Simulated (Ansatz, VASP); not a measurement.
**Two plane-wave programs on Tl**

```xyz
2
Lattice="0.0000 3.4389 3.4389 3.4389 0.0000 3.4389 3.4389 3.4389 0.0000" Properties=species:S:1:pos:R:3 pbc="T T T"
Tl   -0.8597   -0.8597   -0.8597
Tl    0.8597    0.8597    0.8597
```

Alike in both runs: functional PBEsol; k mesh 10 × 10 × 10; occupations fermi-dirac, width 0.1 eV; no spin polarisation.

Ansatz relaxed the structure, and its values are those at the end. VASP's run is a single point on that final structure, the one shown.

|  | VASP | Ansatz |
| --- | --- | --- |
| version | VASP 6.6.1 | Ansatz 0.2.0 |
| potentials or method | VASP PAW PBE potentials, release 64 (Tl_d) | PAW with Ansatz's default frozen-core files, scalar-relativistic |
| plane-wave cutoff (eV) | 520 | 420 |
| valence electrons in the cell | 26 | 26 |

|  | VASP | Ansatz | Ansatz less VASP |
| --- | --- | --- | --- |
| pressure (GPa) | 0.0 | 0.0 | +0.05 |

VASP's potentials were made for PBE, not for PBEsol.

Spin-orbit coupling is off throughout.
